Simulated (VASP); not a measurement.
# Sr (P6_3/mmc) in VASP: a series of runs, part 2 of 3

VASP 6.6.1.

## (4) Single point, PBE (biaxial strain in the a-b plane: -4.0 %, then relaxed in part)

Input file INCAR:

```
SYSTEM = Sr
PREC = Accurate ; ENCUT = 520
EDIFF = 1E-6 ; ISMEAR = 0
SIGMA = 0.1 ; LREAL = .False.
LASPH = .True. ; NELM = 80
ALGO = Fast ; ISIF = 2
LWAVE = .False. ; LCHARG = .False.
GGA = PE ; NBANDS = 28
```

Input file KPOINTS:

```
regular mesh
0
Gamma
  12 12 4
  0 0 0
```

Input file POSCAR:

```
Sr
1.0
    4.0922123047      0.0000000000      0.0000000000
   -2.0461061524      3.5439598136      0.0000000000
    0.0000000000      0.0000000000     14.1536635436
Sr
4
Direct
    0.0000000000      0.0000000000      0.0000000000
    0.3333333333      0.6666666667      0.2500000000
    0.0000000000      0.0000000000      0.5000000000
    0.6666666667      0.3333333333      0.7500000000
```

Potentials or basis: VASP PAW PBE potentials, release 64 (Sr_sv).

Started as:

```console
cat potpaw_PBE.64/Sr_sv/POTCAR > POTCAR
mpirun -np 1 vasp_std > vasp.out
```

OUTCAR:

```text
SYSTEM = Sr
   PREC = Accurate
   ENCUT = 520
   EDIFF = 1E-6
   ISMEAR = 0
   LREAL = .False.
   LASPH = .True.
   NELM = 80
   ISIF = 2
   GGA = PE

 ion  position               nearest neighbor table
   1  0.000  0.000  0.000-   2 4.25   4 4.25   4 4.25   2 4.25   4 4.25   2 4.25
   2  0.333  0.667  0.250-   1 4.25   3 4.25   1 4.25   3 4.25   1 4.25   3 4.25
   3  0.000  0.000  0.500-   2 4.25   4 4.25   4 4.25   2 4.25   4 4.25   2 4.25
   4  0.667  0.333  0.750-   1 4.25   3 4.25   1 4.25   3 4.25   1 4.25   3 4.25

  LATTYP: Found a hexagonal cell.
 ALAT       =     4.0922123047
 C/A-ratio  =     3.4586826122

  Lattice vectors:

 A1 = (   4.0922123047,   0.0000000000,   0.0000000000)
 A2 = (  -2.0461061524,   3.5439598136,   0.0000000000)
 A3 = (   0.0000000000,   0.0000000000,  14.1536635436)

Analysis of symmetry for initial positions (statically):
=====================================================================
 Subroutine PRICEL returns:
 Original cell was already a primitive cell.

 Routine SETGRP: Setting up the symmetry group for a
 hexagonal supercell.

 Subroutine GETGRP returns: Found 24 space group operations
 (whereof 12 operations were pure point group operations)
 out of a pool of 24 trial point group operations.

The static configuration has the point symmetry D_3d.
 The point group associated with its full space group is D_6h.

Analysis of symmetry for dynamics (positions and initial velocities):
=====================================================================
 Subroutine PRICEL returns:
 Original cell was already a primitive cell.

 Routine SETGRP: Setting up the symmetry group for a
 hexagonal supercell.

 Subroutine GETGRP returns: Found 24 space group operations
 (whereof 12 operations were pure point group operations)
 out of a pool of 24 trial point group operations.

The dynamic configuration has the point symmetry D_3d.
[... 116 lines left out ...]
   NUPDOWN=      -1.0000    fix difference up-down
   EMIN   =  10.00;   EMAX   =-10.00  energy-range for DOS
   EFERMI =   0.00;   METHOD = LEGACY
   ISMEAR =     0;   SIGMA  =   0.10  broadening in eV -4-tet -1-fermi 0-gaus
   EFERMI_NEDOS =   21; number of points for ismear=-14 and -15
   IALGO  =     68    algorithm
   IMIX   =      4    mixing-type and parameters
     AMIX     =   0.40;   BMIX     =  1.00
     AMIX_MAG =   1.60;   BMIX_MAG =  1.00
  volume/ion in A,a.u.               =      51.32       346.30
  Fermi-wavevector in a.u.,A,eV,Ry     =   0.949124  1.793584 12.256619  0.900836
  Thomas-Fermi vector in A             =   2.077377
   LORBIT       =      0    0 simple, 1 ext, 2 COOP (PROOUT), +10 PAW based schemes
   GGA     = PE    functional components
   LHFCALC =     F    Hartree Fock is set to
   AEXX    =    0.0000 exact exchange contribution
   IVDW    =     0    specifies the selected vdW correction
   LEPSILON=     F    determine dielectric tensor
   LRPA    =     F    only Hartree local field effects (RPA)
 non-spin polarized calculation
 RMM-DIIS sequential band-by-band and
 Gauss-broadening in eV      SIGMA  =   0.10
  energy-cutoff  :      520.00
  volume of cell :      205.27
 maximum number of plane-waves:      5591
   NGX = 15   NGY = 15   NGZ = 53

 number of electron      40.0000002 magnetization

 Free energy of the ion-electron system (eV)
  ---------------------------------------------------
  ext. energy  EPLUGINS =         0.00000000
  ---------------------------------------------------
  free energy    TOTEN  =        -6.48213543 eV

  energy without entropy =       -6.45824627  energy(sigma->0) =       -6.47019085

 E-fermi :   1.8248     XC(G=0):  -7.5625

 val. band max:        1.8227103392   @ k =   0.3333  -0.0000   0.0000
 cond. band min:       1.8504467132   @ k =   0.3333   0.3333   0.5000
 fundamental gap:      0.0277363740
 Fermi energy:         1.8247878866

 k-point     1 :       0.0000    0.0000    0.0000
  band No.  band energies     occupation
      1     -34.6643      2.00000
      2     -34.6577      2.00000
      3     -34.6561      2.00000
      4     -34.6495      2.00000
      5     -16.7537      2.00000
      6     -16.6488      2.00000
[... 733 lines left out ...]
     27       3.6207      0.00000
     28       3.7305      0.00000

 [... further k-points ...]
[... 5 lines left out ...]
  --------------------------------------------------------------------------------------
  -------------------------------------------------------------------------------------
  Total        1.8148820      1.8148820      0.0123787     -0.0000000      0.0000000      0.0000000
  in kB       14.1658672     14.1658672      0.0966203     -0.0000000      0.0000000      0.0000000
  external PRESSURE =       9.4761182 kB  Pullay stress =       0.0000000 kB

 VOLUME and BASIS-vectors are now :
 -----------------------------------------------------------------------------
  energy-cutoff  :      520.00
  volume of cell :      205.27
      direct lattice vectors                 reciprocal lattice vectors
     4.092212305  0.000000000  0.000000000     0.244366598  0.141085121  0.000000000
    -2.046106152  3.543959814  0.000000000     0.000000000  0.282170242  0.000000000
     0.000000000  0.000000000 14.153663544     0.000000000  0.000000000  0.070653085

 POSITION                                       TOTAL-FORCE (eV/Angst)
 -----------------------------------------------------------------------------------
      0.00000      0.00000      0.00000         0.000000      0.000000     -0.000000
     -0.00000      2.36264      3.53842        -0.000000      0.000000      0.000000
      0.00000      0.00000      7.07683         0.000000      0.000000     -0.000000
      2.04611      1.18132     10.61525         0.000000     -0.000000      0.000000
 -----------------------------------------------------------------------------------
    total drift:                               -0.000000      0.000000     -0.000000

  FREE ENERGIE OF THE ION-ELECTRON SYSTEM (eV)
  ---------------------------------------------------
  free  energy   TOTEN  =        -6.4821354254 eV

  energy  without entropy=       -6.4582462667  energy(sigma->0) =       -6.47019085
```

stdout:

```text
POSCAR found type information on POSCAR Sr
 POSCAR found :  1 types and       4 ions
 scaLAPACK will be used
 LDA part: xc-table for (Slater+PW92), standard interpolation
 POSCAR, INCAR and KPOINTS ok, starting setup
 FFT: planning ... GRIDC
 FFT: planning ... GRID_SOFT
 FFT: planning ... GRID
 WAVECAR not read
 entering main loop
WARNING in EDDRMM: call to ZHEGV failed, returncode =   8  4     22
WARNING in EDDRMM: call to ZHEGV failed, returncode =   8  4     23
```

It took 3.7 min on 1 thread of Intel Xeon 6975P-C (Granite Rapids), shared host; peak memory 0.45 GiB.

Results:

| Item | Value |
| --- | --- |
| Free energy | -6.4821 eV |
| Pressure | 0.9 GPa |
| Band gap on the k mesh | zero (bands 20 and 21 overlap by 0.31 eV) |

Levels at points of the mesh, in eV from the Fermi level:
```
           k point  band 17  band 18  band 19  band 20  band 21  band 22  band 23  band 24
(0.00, 0.00, 0.00)    -3.75    -2.83    -2.83    -1.33    -0.06     1.10     1.11     2.09
(0.50, 0.00, 0.00)    -1.08    -0.85    -0.69    -0.58     0.11     0.23     0.29     0.38
(0.00, 0.00, 0.50)    -3.50    -3.50    -1.92    -1.92     0.39     0.39     1.77     1.77
(0.50, 0.00, 0.50)    -0.97    -0.97    -0.65    -0.65     0.17     0.17     0.35     0.35
```

Caveat: the cell differs from its parent crystal (biaxial strain in the a-b plane: -4.0 %, then relaxed in part).

## (5) Single point, PBE (biaxial strain in the a-b plane: -4.0 %)

Input file INCAR:

```
SYSTEM = Sr
ALGO = Fast
EDIFF = 1E-6
ENCUT = 520
GGA = PE
ISIF = 2
ISMEAR = 0
LASPH = .True.
LCHARG = .False.
LREAL = .False.
LWAVE = .False.
NBANDS = 28
NELM = 60
PREC = Accurate
SIGMA = 0.1
```

Input file KPOINTS:

```
k-points
0
Gamma
  12 12 4
  0 0 0
```

Changes to POSCAR since step 4:

```diff
@@ -4,3 +4,3 @@
    -2.0461061524      3.5439598136      0.0000000000
-    0.0000000000      0.0000000000     14.1536635436
+    0.0000000000      0.0000000000     14.3120896555
 Sr
```

Potentials or basis: VASP PAW PBE potentials, release 64 (Sr_sv).

Started as:

```console
cat potpaw_PBE.64/Sr_sv/POTCAR > POTCAR
mpirun -np 1 vasp_std > vasp.out
```

OUTCAR:

```text
SYSTEM = Sr
   EDIFF = 1E-6
   ENCUT = 520
   GGA = PE
   ISIF = 2
   ISMEAR = 0
   LASPH = .True.
   LREAL = .False.
   NELM = 60
   PREC = Accurate

 ion  position               nearest neighbor table
   1  0.000  0.000  0.000-   2 4.29   4 4.29   4 4.29   2 4.29   4 4.29   2 4.29
   2  0.333  0.667  0.250-   1 4.29   3 4.29   1 4.29   3 4.29   1 4.29   3 4.29
   3  0.000  0.000  0.500-   2 4.29   4 4.29   4 4.29   2 4.29   4 4.29   2 4.29
   4  0.667  0.333  0.750-   1 4.29   3 4.29   1 4.29   3 4.29   1 4.29   3 4.29

  LATTYP: Found a hexagonal cell.
 ALAT       =     4.0922123047
 C/A-ratio  =     3.4973966622

  Lattice vectors:

 A1 = (   4.0922123047,   0.0000000000,   0.0000000000)
 A2 = (  -2.0461061524,   3.5439598136,   0.0000000000)
 A3 = (   0.0000000000,   0.0000000000,  14.3120896555)

Analysis of symmetry for initial positions (statically):
=====================================================================
 Subroutine PRICEL returns:
 Original cell was already a primitive cell.

 Routine SETGRP: Setting up the symmetry group for a
 hexagonal supercell.

 Subroutine GETGRP returns: Found 24 space group operations
 (whereof 12 operations were pure point group operations)
 out of a pool of 24 trial point group operations.

The static configuration has the point symmetry D_3d.
 The point group associated with its full space group is D_6h.

Analysis of symmetry for dynamics (positions and initial velocities):
=====================================================================
 Subroutine PRICEL returns:
 Original cell was already a primitive cell.

 Routine SETGRP: Setting up the symmetry group for a
 hexagonal supercell.

 Subroutine GETGRP returns: Found 24 space group operations
 (whereof 12 operations were pure point group operations)
 out of a pool of 24 trial point group operations.

The dynamic configuration has the point symmetry D_3d.
 The point group associated with its full space group is D_6h.

 Subroutine INISYM returns: Found 24 space group operations
 (whereof 12 operations are pure point group operations),
 and found     1 'primitive' translations

----------------------------------------------------------------------------------------

                                     Primitive cell

  volume of cell :     207.5630

  direct lattice vectors                    reciprocal lattice vectors
     4.092212305  0.000000000  0.000000000     0.244366598  0.141085121  0.000000000
    -2.046106152  3.543959814  0.000000000     0.000000000  0.282170242  0.000000000
     0.000000000  0.000000000 14.312089655     0.000000000  0.000000000  0.069870999

  length of vectors
     4.092212305  4.092212305 14.312089655     0.282170243  0.282170242  0.069870999

  position of ions in fractional coordinates (direct lattice)
     0.000000000  0.000000000  0.000000000
     0.333333333  0.666666667  0.250000000
     0.000000000  0.000000000  0.500000000
     0.666666667  0.333333333  0.750000000

  ion indices of the primitive-cell ions
   primitive index   ion index
                 1           1
                 2           2
                 3           3
                 4           4

----------------------------------------------------------------------------------------

 KPOINTS: k-points

Automatic generation of k-mesh.
 Grid dimensions read from file:
 generate k-points for:   12   12    4

 Generating k-lattice:

  Cartesian coordinates                     Fractional coordinates (reciprocal lattice)
     0.020363883  0.011757093  0.000000000     0.083333333  0.000000000  0.000000000
     0.000000000  0.023514187  0.000000000     0.000000000  0.083333333  0.000000000
     0.000000000  0.000000000  0.017467750     0.000000000  0.000000000  0.250000000

  Length of vectors
     0.023514187  0.023514187  0.017467750

  Shift w.r.t. Gamma in fractional coordinates (k-lattice)
     0.000000000  0.000000000  0.000000000

 Subroutine IBZKPT returns following result:
 ===========================================

 Found     57 irreducible k-points:

 Following reciprocal coordinates:
            Coordinates               Weight
  0.000000  0.000000  0.000000      1.000000
  0.083333  0.000000  0.000000      6.000000
  0.166667  0.000000  0.000000      6.000000
  0.250000  0.000000  0.000000      6.000000
  0.333333  0.000000  0.000000      6.000000
  0.416667  0.000000  0.000000      6.000000
[... 16 lines left out ...]
  0.250000  0.000000  0.250000     12.000000
  0.333333  0.000000  0.250000     12.000000
 [... further k-points ...]
   k-points           NKPTS =     57   k-points in BZ     NKDIM =     57   number of bands    NBANDS=     28
   number of dos      NEDOS =    301   number of ions     NIONS =      4
   total plane-waves  NPLWV =  97200
   dimension x,y,z NGX =    30 NGY =   30 NGZ =  108
   dimension x,y,z NGXF=    60 NGYF=   60 NGZF=  216
   ions per type =               4
   NGX,Y,Z   is equivalent  to a cutoff of  12.19, 12.19, 12.55 a.u.
   NGXF,Y,Z  is equivalent  to a cutoff of  24.37, 24.37, 25.09 a.u.
 SYSTEM =  Sr
   PREC   = accura    normal or accurate (medium, high low for compatibility)
   ISTART =      0    job   : 0-new  1-cont  2-samecut
   ICHARG =      2    charge: 1-file 2-atom 10-const
   ISPIN  =      1    spin polarized calculation?
   LNONCOLLINEAR =      F non collinear calculations
   LSORBIT =      F    spin-orbit coupling
   LASPH  =      T    aspherical Exc in radial PAW
   ENCUT  =  520.0 eV  38.22 Ry    6.18 a.u.   7.61  7.61 26.61*2*pi/ulx,y,z
   NELM   =     60;   NELMIN=  2; NELMDL= -5     # of ELM steps
   EDIFF  = 0.1E-05   stopping-criterion for ELM
   LREAL  =      F    real-space projection
   EDIFFG = 0.1E-04   stopping-criterion for IOM
   NSW    =      0    number of steps for IOM
   IBRION =     -1    ionic relax: 0-MD 1-quasi-New 2-CG
   NFREE  =      0    steps in history (QN), initial steepest desc. (CG)
   ISIF   =      2    stress and relaxation
   ISYM   =      2    0-nonsym 1-usesym 2-fastsym
   POTIM  = 0.5000    time-step for ionic-motion
   TEBEG  =    0.0;   TEEND  =   0.0 temperature during run
   PSTRESS=    0.0 pullay stress
   NELECT =      40.0000    total number of electrons
   NUPDOWN=      -1.0000    fix difference up-down
   EMIN   =  10.00;   EMAX   =-10.00  energy-range for DOS
   EFERMI =   0.00;   METHOD = LEGACY
   ISMEAR =     0;   SIGMA  =   0.10  broadening in eV -4-tet -1-fermi 0-gaus
   EFERMI_NEDOS =   21; number of points for ismear=-14 and -15
   IALGO  =     68    algorithm
   IMIX   =      4    mixing-type and parameters
     AMIX     =   0.40;   BMIX     =  1.00
     AMIX_MAG =   1.60;   BMIX_MAG =  1.00
  volume/ion in A,a.u.               =      51.89       350.18
  Fermi-wavevector in a.u.,A,eV,Ry     =   0.945609  1.786941 12.166003  0.894176
  Thomas-Fermi vector in A             =   2.073527
   LORBIT       =      0    0 simple, 1 ext, 2 COOP (PROOUT), +10 PAW based schemes
   GGA     = PE    functional components
   LHFCALC =     F    Hartree Fock is set to
   AEXX    =    0.0000 exact exchange contribution
   IVDW    =     0    specifies the selected vdW correction
   LEPSILON=     F    determine dielectric tensor
   LRPA    =     F    only Hartree local field effects (RPA)
 non-spin polarized calculation
 RMM-DIIS sequential band-by-band and
 Gauss-broadening in eV      SIGMA  =   0.10
  energy-cutoff  :      520.00
  volume of cell :      207.56
 maximum number of plane-waves:      5639
   NGX = 15   NGY = 15   NGZ = 53

 number of electron      40.0000002 magnetization

 Free energy of the ion-electron system (eV)
  ---------------------------------------------------
  ext. energy  EPLUGINS =         0.00000000
  ---------------------------------------------------
  free energy    TOTEN  =        -6.48005077 eV

  energy without entropy =       -6.45577553  energy(sigma->0) =       -6.46791315

 E-fermi :   1.7807     XC(G=0):  -7.5277

 val. band max:        1.7757355349   @ k =   0.2500   0.2500   0.2500
 cond. band min:       1.7846984328   @ k =   0.3333   0.2500   0.2500
 fundamental gap:      0.0089628979
 Fermi energy:         1.7806776197

 k-point     1 :       0.0000    0.0000    0.0000
  band No.  band energies     occupation
      1     -34.7285      2.00000
      2     -34.7228      2.00000
      3     -34.7208      2.00000
      4     -34.7151      2.00000
      5     -16.8061      2.00000
      6     -16.7083      2.00000
[... 20 lines left out ...]
     27       4.2532      0.00000
[... 691 lines left out ...]
      6     -16.8004      2.00000
[... 20 lines left out ...]
     27       3.5583      0.00000
     28       3.6463      0.00000

 [... further k-points ...]
[... 5 lines left out ...]
  --------------------------------------------------------------------------------------
  -------------------------------------------------------------------------------------
  Total        1.7643375      1.7643375     -0.4076701     -0.0000000     -0.0000000      0.0000000
  in kB       13.6189068     13.6189068     -3.1468022     -0.0000000     -0.0000000      0.0000000
  external PRESSURE =       8.0303371 kB  Pullay stress =       0.0000000 kB

 VOLUME and BASIS-vectors are now :
 -----------------------------------------------------------------------------
  energy-cutoff  :      520.00
  volume of cell :      207.56
      direct lattice vectors                 reciprocal lattice vectors
     4.092212305  0.000000000  0.000000000     0.244366598  0.141085121  0.000000000
    -2.046106152  3.543959814  0.000000000     0.000000000  0.282170242  0.000000000
     0.000000000  0.000000000 14.312089655     0.000000000  0.000000000  0.069870999

 POSITION                                       TOTAL-FORCE (eV/Angst)
 -----------------------------------------------------------------------------------
      0.00000      0.00000      0.00000        -0.000000      0.000000      0.000000
     -0.00000      2.36264      3.57802        -0.000000      0.000000     -0.000000
      0.00000      0.00000      7.15604        -0.000000      0.000000      0.000000
      2.04611      1.18132     10.73407         0.000000      0.000000     -0.000000
 -----------------------------------------------------------------------------------
    total drift:                               -0.000000      0.000000     -0.000000

  FREE ENERGIE OF THE ION-ELECTRON SYSTEM (eV)
  ---------------------------------------------------
  free  energy   TOTEN  =        -6.4800507722 eV

  energy  without entropy=       -6.4557755347  energy(sigma->0) =       -6.46791315
```

OSZICAR:

```text
N       E                     dE             d eps       ncg     rms          rms(c)
DAV:   1     0.260022359839E+03    0.26002E+03   -0.18493E+04  3208   0.123E+03
DAV:   2     0.152233430515E+02   -0.24480E+03   -0.24106E+03  3776   0.285E+02
DAV:   3    -0.528348168434E+01   -0.20507E+02   -0.20283E+02  5092   0.589E+01
DAV:   4    -0.643701246039E+01   -0.11535E+01   -0.11500E+01  4648   0.127E+01
DAV:   5    -0.648254418828E+01   -0.45532E-01   -0.45509E-01  4512   0.227E+00    0.236E+01
RMM:   6    -0.648011642491E+01    0.24278E-02   -0.30549E-02  3856   0.153E+00    0.135E+01
RMM:   7    -0.647823892940E+01    0.18775E-02   -0.53039E-02  3872   0.216E+00    0.541E-01
RMM:   8    -0.647939535934E+01   -0.11564E-02   -0.18070E-02  4651   0.602E-01    0.136E-01
RMM:   9    -0.647982628303E+01   -0.43092E-03   -0.38461E-03  5196   0.191E-01    0.154E-01
RMM:  10    -0.647999336080E+01   -0.16708E-03   -0.16306E-03  4902   0.112E-01    0.166E-01
RMM:  11    -0.648002907856E+01   -0.35718E-04   -0.27170E-04  4748   0.595E-02    0.619E-02
RMM:  12    -0.648004059921E+01   -0.11521E-04   -0.20265E-04  5294   0.316E-02    0.162E-02
RMM:  13    -0.648004477036E+01   -0.41712E-05   -0.40869E-05  4434   0.179E-02    0.108E-02
RMM:  14    -0.648004801153E+01   -0.32412E-05   -0.32026E-05  4031   0.124E-02    0.634E-03
RMM:  15    -0.648004977596E+01   -0.17644E-05   -0.10608E-05  3590   0.774E-03    0.404E-03
RMM:  16    -0.648005077222E+01   -0.99626E-06   -0.77835E-06  3219   0.569E-03
   1 F= -.64800508E+01 E0= -.64679132E+01  d E =-.242752E-01
```

Wall time 3.2 min (1 thread of Intel Xeon 6975P-C (Granite Rapids), shared host); peak memory 0.45 GiB.

What came out:

| Property | Result |
| --- | --- |
| Free energy | -6.4801 eV |
| Pressure | 0.8 GPa |
| Band gap on the k mesh | zero (bands 20 and 21 overlap by 0.36 eV) |

Caveat: the cell differs from its parent crystal (biaxial strain in the a-b plane: -4.0 %).

[end of part 2 of 3]

The gap in the log of VASP goes by the Fermi energy; the results here count the filled bands.